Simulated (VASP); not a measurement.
# LiCl in VASP: further runs

Runs on LiCl. Level: LDA. Tasks: single point.

Everything below comes from runs of VASP 6.6.1. Logs are shortened: lines on timing, memory, paths and dates and some standing lists are left out, and cuts for length are marked.

## (1) The cell of the first run

Symmetry: Fm-3m, No. 225, cubic system. Conventional cell: a = 5.001 Å, b = 5.001 Å, c = 5.001 Å, α = 90.00°, β = 90.00°, γ = 90.00°. Li (site symmetry m-3m) has 6 Cl at 2.50 Å within 3.3 Å. Within 3.3 Å of Cl (site symmetry m-3m) lie 6 Li at 2.50 Å.

## (2) Single point, LDA (strain -0.025 along x and y, -0.025 along z)

Contents of INCAR:

```
SYSTEM = LiCl
PREC = Accurate
ENCUT = 520
EDIFF = 1E-6
ISMEAR = 0
SIGMA = 0.05
LREAL = .FALSE.
LASPH = .TRUE.
NELM = 100
ALGO = Normal
ISIF = 2
LWAVE = .FALSE.
LCHARG = .TRUE.
GGA = CA
LELF = .TRUE.
LVHAR = .TRUE.
NBANDS = 12
```

Contents of KPOINTS:

```
Automatic mesh
0
G
  8 8 8
  0 0 0
```

Contents of POSCAR:

```
LiCl
1.0
    0.0000000000      2.5006410000      2.5006410000
    2.5006410000      0.0000000000      2.5006410000
    2.5006410000      2.5006410000      0.0000000000
Li Cl
1 1
Direct
    0.0000000000      0.0000000000      0.0000000000
    0.5000000000      0.5000000000      0.5000000000
```

Potentials or basis: VASP PAW LDA potentials, release 64 (Li_sv, Cl).

The run is started by

```
cat potpaw_LDA.64/Li_sv/POTCAR potpaw_LDA.64/Cl/POTCAR > POTCAR
mpirun -np 1 vasp_std > vasp.out
```

OUTCAR:

```text
SYSTEM = LiCl
   PREC = Accurate
   ENCUT = 520
   EDIFF = 1E-6
   ISMEAR = 0
   LREAL = .FALSE.
   LASPH = .TRUE.
   NELM = 100
   ISIF = 2
   GGA = CA

 ion  position               nearest neighbor table
   1  0.000  0.000  0.000-   2 2.50   2 2.50   2 2.50   2 2.50   2 2.50   2 2.50
   2  0.500  0.500  0.500-   1 2.50   1 2.50   1 2.50   1 2.50   1 2.50   1 2.50

  LATTYP: Found a face centered cubic cell.
 ALAT       =     5.0012820000

  Lattice vectors:

 A1 = (   0.0000000000,   2.5006410000,   2.5006410000)
 A2 = (   2.5006410000,   0.0000000000,   2.5006410000)
 A3 = (   2.5006410000,   2.5006410000,   0.0000000000)

Analysis of symmetry for initial positions (statically):
=====================================================================
 Subroutine PRICEL returns:
 Original cell was already a primitive cell.

 Routine SETGRP: Setting up the symmetry group for a
 face centered cubic supercell.

 Subroutine GETGRP returns: Found 48 space group operations
 (whereof 48 operations were pure point group operations)
 out of a pool of 48 trial point group operations.

The static configuration has the point symmetry O_h .

Analysis of symmetry for dynamics (positions and initial velocities):
=====================================================================
 Subroutine PRICEL returns:
 Original cell was already a primitive cell.

 Routine SETGRP: Setting up the symmetry group for a
 face centered cubic supercell.

 Subroutine GETGRP returns: Found 48 space group operations
 (whereof 48 operations were pure point group operations)
 out of a pool of 48 trial point group operations.

The dynamic configuration has the point symmetry O_h .

 Subroutine INISYM returns: Found 48 space group operations
 (whereof 48 operations are pure point group operations),
 and found     1 'primitive' translations

----------------------------------------------------------------------------------------

                                     Primitive cell

  volume of cell :      31.2740

  direct lattice vectors                    reciprocal lattice vectors
     0.000000000  2.500641000  2.500641000    -0.199948733  0.199948733  0.199948733
     2.500641000  0.000000000  2.500641000     0.199948733 -0.199948733  0.199948733
     2.500641000  2.500641000  0.000000000     0.199948733  0.199948733 -0.199948733

  length of vectors
     3.536440417  3.536440417  3.536440417     0.346321365  0.346321365  0.346321365

  position of ions in fractional coordinates (direct lattice)
     0.000000000  0.000000000  0.000000000
     0.500000000  0.500000000  0.500000000

  ion indices of the primitive-cell ions
   primitive index   ion index
                 1           1
                 2           2

----------------------------------------------------------------------------------------

 KPOINTS: Automatic mesh

Automatic generation of k-mesh.
 Grid dimensions read from file:
 generate k-points for:    8    8    8

 Generating k-lattice:

  Cartesian coordinates                     Fractional coordinates (reciprocal lattice)
    -0.024993592  0.024993592  0.024993592     0.125000000  0.000000000  0.000000000
     0.024993592 -0.024993592  0.024993592     0.000000000  0.125000000  0.000000000
     0.024993592  0.024993592 -0.024993592     0.000000000  0.000000000  0.125000000

  Length of vectors
     0.043290171  0.043290171  0.043290171

  Shift w.r.t. Gamma in fractional coordinates (k-lattice)
     0.000000000  0.000000000  0.000000000

 Subroutine IBZKPT returns following result:
 ===========================================

 Found     29 irreducible k-points:

 Following reciprocal coordinates:
            Coordinates               Weight
  0.000000  0.000000  0.000000      1.000000
  0.125000  0.000000  0.000000      8.000000
  0.250000  0.000000  0.000000      8.000000
  0.375000  0.000000  0.000000      8.000000
  0.500000  0.000000  0.000000      4.000000
  0.125000  0.125000  0.000000      6.000000
[... 16 lines left out ...]
  0.500000  0.250000  0.125000     48.000000
 -0.375000  0.250000  0.125000     24.000000
 [... further k-points ...]
   k-points           NKPTS =     29   k-points in BZ     NKDIM =     29   number of bands    NBANDS=     12
   number of dos      NEDOS =    301   number of ions     NIONS =      2
   total plane-waves  NPLWV =  21952
   dimension x,y,z NGX =    28 NGY =   28 NGZ =   28
   dimension x,y,z NGXF=    56 NGYF=   56 NGZF=   56
   ions per type =               1   1
   NGX,Y,Z   is equivalent  to a cutoff of  13.16, 13.16, 13.16 a.u.
   NGXF,Y,Z  is equivalent  to a cutoff of  26.33, 26.33, 26.33 a.u.
 SYSTEM =  LiCl
   PREC   = accura    normal or accurate (medium, high low for compatibility)
   ISTART =      0    job   : 0-new  1-cont  2-samecut
   ICHARG =      2    charge: 1-file 2-atom 10-const
   ISPIN  =      1    spin polarized calculation?
   LNONCOLLINEAR =      F non collinear calculations
   LSORBIT =      F    spin-orbit coupling
   LASPH  =      T    aspherical Exc in radial PAW
   ENCUT  =  520.0 eV  38.22 Ry    6.18 a.u.   6.58  6.58  6.58*2*pi/ulx,y,z
   NELM   =    100;   NELMIN=  2; NELMDL= -5     # of ELM steps
   EDIFF  = 0.1E-05   stopping-criterion for ELM
   LREAL  =      F    real-space projection
   EDIFFG = 0.1E-04   stopping-criterion for IOM
   NSW    =      0    number of steps for IOM
   IBRION =     -1    ionic relax: 0-MD 1-quasi-New 2-CG
   NFREE  =      0    steps in history (QN), initial steepest desc. (CG)
   ISIF   =      2    stress and relaxation
   ISYM   =      2    0-nonsym 1-usesym 2-fastsym
   POTIM  = 0.5000    time-step for ionic-motion
   TEBEG  =    0.0;   TEEND  =   0.0 temperature during run
   PSTRESS=    0.0 pullay stress
   NELECT =      10.0000    total number of electrons
   NUPDOWN=      -1.0000    fix difference up-down
   EMIN   =  10.00;   EMAX   =-10.00  energy-range for DOS
   EFERMI =   0.00;   METHOD = LEGACY
   ISMEAR =     0;   SIGMA  =   0.05  broadening in eV -4-tet -1-fermi 0-gaus
   EFERMI_NEDOS =   21; number of points for ismear=-14 and -15
   IALGO  =     38    algorithm
   IMIX   =      4    mixing-type and parameters
     AMIX     =   0.40;   BMIX     =  1.00
     AMIX_MAG =   1.60;   BMIX_MAG =  1.00
  volume/ion in A,a.u.               =      15.64       105.52
  Fermi-wavevector in a.u.,A,eV,Ry     =   1.119473  2.115497 17.051080  1.253219
  Thomas-Fermi vector in A             =   2.256112
   LORBIT       =      0    0 simple, 1 ext, 2 COOP (PROOUT), +10 PAW based schemes
   GGA     = CA    functional components
   LHFCALC =     F    Hartree Fock is set to
   AEXX    =    0.0000 exact exchange contribution
   IVDW    =     0    specifies the selected vdW correction
   LEPSILON=     F    determine dielectric tensor
   LRPA    =     F    only Hartree local field effects (RPA)
 non-spin polarized calculation
 Gauss-broadening in eV      SIGMA  =   0.05
  energy-cutoff  :      520.00
  volume of cell :       31.27
 maximum number of plane-waves:       869
 NGX is ok and might be reduce to    28
   NGX = 13   NGY = 13   NGZ = 13

 number of electron      10.0000000 magnetization

 number of electron       9.9999992 magnetization

 Free energy of the ion-electron system (eV)
  ---------------------------------------------------
  ext. energy  EPLUGINS =         0.00000000
  ---------------------------------------------------
  free energy    TOTEN  =        -8.09454985 eV

  energy without entropy =       -8.09454985  energy(sigma->0) =       -8.09454985

 E-fermi :   1.4017     XC(G=0):  -9.4907

 val. band max:        1.0601700510   @ k =   0.0000   0.0000   0.0000
 cond. band min:       7.5293196636   @ k =   0.0000   0.0000   0.0000
 fundamental gap:      6.4691496127
 Fermi energy:         1.4016642833

 k-point     1 :       0.0000    0.0000    0.0000
  band No.  band energies     occupation
      1     -41.3054      2.00000
      2     -12.5517      2.00000
      3       1.0602      2.00000
      4       1.0602      2.00000
      5       1.0602      2.00000
      6       7.5293      0.00000
      7      12.8590      0.00000
      8      12.8590      0.00000
      9      12.8590      0.00000
     10      15.6072      0.00000
     11      15.6072      0.00000
     12      15.6142      0.00000

 k-point     2 :       0.1250    0.0000    0.0000
  band No.  band energies     occupation
      1     -41.3047      2.00000
      2     -12.4612      2.00000
      3       0.4564      2.00000
      4       1.0123      2.00000
      5       1.0123      2.00000
      6       7.9916      0.00000
      7      12.0671      0.00000
      8      12.7725      0.00000
      9      12.7725      0.00000
     10      14.1129      0.00000
     11      14.1129      0.00000
     12      16.0973      0.00000

 k-point     3 :       0.2500    0.0000    0.0000
  band No.  band energies     occupation
      1     -41.3029      2.00000
      2     -12.2282      2.00000
      3      -0.7455      2.00000
      4       0.9040      2.00000
      5       0.9040      2.00000
      6       8.2308      0.00000
      7      11.5664      0.00000
      8      11.5664      0.00000
      9      12.1315      0.00000
     10      15.0233      0.00000
     11      15.0233      0.00000
     12      16.7287      0.00000
[... 286 lines left out ...]
 k-point    23 :       0.5000    0.2500    0.1250
  band No.  band energies     occupation
      1     -41.3003      2.00000
      2     -11.8085      2.00000
      3      -1.5961      2.00000
      4      -0.3705      2.00000
      5       0.4844      2.00000
      6       9.3397      0.00000
      7      10.2778      0.00000
      8      11.3303      0.00000
      9      12.5835      0.00000
     10      15.5950      0.00000
     11      18.8421      0.00000
     12      19.2604      0.00000

 k-point    24 :      -0.3750    0.2500    0.1250
  band No.  band energies     occupation
      1     -41.2997      2.00000
      2     -11.7086      2.00000
      3      -1.8714      2.00000
      4      -0.4804      2.00000
      5       0.3821      2.00000
      6       9.1183      0.00000
      7      10.2407      0.00000
      8      11.4975      0.00000
      9      13.0625      0.00000
     10      16.7289      0.00000
     11      17.4223      0.00000
     12      19.6369      0.00000

 [... further k-points ...]
[... 5 lines left out ...]
  --------------------------------------------------------------------------------------
  -------------------------------------------------------------------------------------
  Total       -0.1834155     -0.1834155     -0.1834155      0.0000000      0.0000000     -0.0000000
  in kB       -9.3964250     -9.3964250     -9.3964250      0.0000000      0.0000000     -0.0000000
  external PRESSURE =      -9.3964250 kB  Pullay stress =       0.0000000 kB

 VOLUME and BASIS-vectors are now :
 -----------------------------------------------------------------------------
  energy-cutoff  :      520.00
  volume of cell :       31.27
      direct lattice vectors                 reciprocal lattice vectors
     0.000000000  2.500641000  2.500641000    -0.199948733  0.199948733  0.199948733
     2.500641000  0.000000000  2.500641000     0.199948733 -0.199948733  0.199948733
     2.500641000  2.500641000  0.000000000     0.199948733  0.199948733 -0.199948733

 POSITION                                       TOTAL-FORCE (eV/Angst)
 -----------------------------------------------------------------------------------
      0.00000      0.00000      0.00000         0.000000      0.000000      0.000000
      2.50064      2.50064      2.50064        -0.000000     -0.000000     -0.000000
 -----------------------------------------------------------------------------------
    total drift:                                0.000000      0.000000      0.000000

  FREE ENERGIE OF THE ION-ELECTRON SYSTEM (eV)
  ---------------------------------------------------
  free  energy   TOTEN  =        -8.0945498549 eV

  energy  without entropy=       -8.0945498549  energy(sigma->0) =       -8.09454985
```

Wall time 19 s (1 thread of AMD EPYC 7R13, shared host); peak memory 0.1 GiB.

Results:

| Quantity | Value |
| --- | --- |
| Free energy | -8.0945 eV |
| Band gap on the k mesh | 6.47 eV, direct |

Caveat: the cell differs from its parent crystal (strain -0.025 along x and y, -0.025 along z); the cutoff is under 1.25 times the usual one of these potentials, so pressure, stress and relaxed cells hold a basis-set (Pulay) error.

## (3) Single point, LDA (strain +0.025 along x and y, +0.025 along z)

Contents of INCAR:

```
ALGO = Normal
EDIFF = 1E-6
ENCUT = 520
ISIF = 2
ISMEAR = 0
LASPH = True
LCHARG = False
LREAL = False
LWAVE = False
NBANDS = 12
NELM = 80
PREC = Accurate
SIGMA = 0.05
```

Contents of KPOINTS:

```
k-points
0
Gamma
  8 8 8
```

Contents of POSCAR:

```
LiCl
1.0
    0.0000000000      2.6288790000      2.6288790000
    2.6288790000      0.0000000000      2.6288790000
    2.6288790000      2.6288790000      0.0000000000
Li Cl
1 1
Direct
    0.0000000000      0.0000000000      0.0000000000
    0.5000000000      0.5000000000      0.5000000000
```

Potentials or basis: VASP PAW LDA potentials, release 64 (Li_sv, Cl).

The run is started by

```
cat potpaw_LDA.64/Li_sv/POTCAR potpaw_LDA.64/Cl/POTCAR > POTCAR
mpirun -np 1 vasp_std > vasp.out
```

OUTCAR:

```text
EDIFF = 1E-6
   ENCUT = 520
   ISIF = 2
   ISMEAR = 0
   LASPH = True
   LREAL = False
   NELM = 80
   PREC = Accurate

 ion  position               nearest neighbor table
   1  0.000  0.000  0.000-   2 2.63   2 2.63   2 2.63   2 2.63   2 2.63   2 2.63
   2  0.500  0.500  0.500-   1 2.63   1 2.63   1 2.63   1 2.63   1 2.63   1 2.63

  LATTYP: Found a face centered cubic cell.
 ALAT       =     5.2577580000

  Lattice vectors:

 A1 = (   0.0000000000,   2.6288790000,   2.6288790000)
 A2 = (   2.6288790000,   0.0000000000,   2.6288790000)
[... 537 lines left out ...]
      8      10.0028      0.00000
      9      10.9084      0.00000
     10      14.8501      0.00000
     11      15.2853      0.00000
     12      17.5554      0.00000

 [... further k-points ...]
[... 5 lines left out ...]
  --------------------------------------------------------------------------------------
  -------------------------------------------------------------------------------------
  Total       -1.1114065     -1.1114065     -1.1114065      0.0000000      0.0000000     -0.0000000
  in kB      -49.0051521    -49.0051521    -49.0051521      0.0000000      0.0000000     -0.0000000
  external PRESSURE =     -49.0051521 kB  Pullay stress =       0.0000000 kB

 VOLUME and BASIS-vectors are now :
 -----------------------------------------------------------------------------
  energy-cutoff  :      520.00
  volume of cell :       36.34
      direct lattice vectors                 reciprocal lattice vectors
     0.000000000  2.628879000  2.628879000    -0.190195136  0.190195136  0.190195136
     2.628879000  0.000000000  2.628879000     0.190195136 -0.190195136  0.190195136
     2.628879000  2.628879000  0.000000000     0.190195136  0.190195136 -0.190195136

 POSITION                                       TOTAL-FORCE (eV/Angst)
 -----------------------------------------------------------------------------------
      0.00000      0.00000      0.00000         0.000000      0.000000      0.000000
      2.62888      2.62888      2.62888         0.000000      0.000000      0.000000
 -----------------------------------------------------------------------------------
    total drift:                                0.000000      0.000000      0.000000

  FREE ENERGIE OF THE ION-ELECTRON SYSTEM (eV)
  ---------------------------------------------------
  free  energy   TOTEN  =        -7.9960376951 eV

  energy  without entropy=       -7.9960376951  energy(sigma->0) =       -7.99603770
```

OSZICAR:

```text
N       E                     dE             d eps       ncg     rms          rms(c)
DAV:   1     0.398519778597E+02    0.39852E+02   -0.40384E+03   696   0.767E+02
DAV:   2    -0.547014915157E+01   -0.45322E+02   -0.43404E+02   876   0.142E+02
DAV:   3    -0.801886438274E+01   -0.25487E+01   -0.25413E+01   928   0.349E+01
DAV:   4    -0.808039313851E+01   -0.61529E-01   -0.61510E-01   964   0.559E+00
DAV:   5    -0.808122322752E+01   -0.83009E-03   -0.83008E-03   928   0.568E-01    0.226E+00
DAV:   6    -0.800370081820E+01    0.77522E-01   -0.15201E-01   880   0.166E+00    0.155E+00
DAV:   7    -0.799615802721E+01    0.75428E-02   -0.32962E-02  1072   0.867E-01    0.805E-01
DAV:   8    -0.799605235652E+01    0.10567E-03   -0.28502E-03  1008   0.361E-01    0.147E-01
DAV:   9    -0.799602623852E+01    0.26118E-04   -0.18864E-04   924   0.892E-02    0.448E-02
DAV:  10    -0.799603832114E+01   -0.12083E-04   -0.18062E-05   816   0.261E-02    0.185E-02
DAV:  11    -0.799603769515E+01    0.62599E-06   -0.37419E-06   808   0.121E-02
   1 F= -.79960377E+01 E0= -.79960377E+01  d E =-.166614E-17
```

Wall time 18 s (1 thread of AMD EPYC 7R13, shared host); peak memory 0.11 GiB.

Results:

```
Free energy            : -7.9960 eV
Band gap on the k mesh : 5.60 eV, direct
```

Caveat: the cell differs from its parent crystal (strain +0.025 along x and y, +0.025 along z); the cutoff is under 1.25 times the usual one of these potentials, so pressure, stress and relaxed cells hold a basis-set (Pulay) error. A k mesh can miss the band edges.

(Continued in part 2 of 2.)
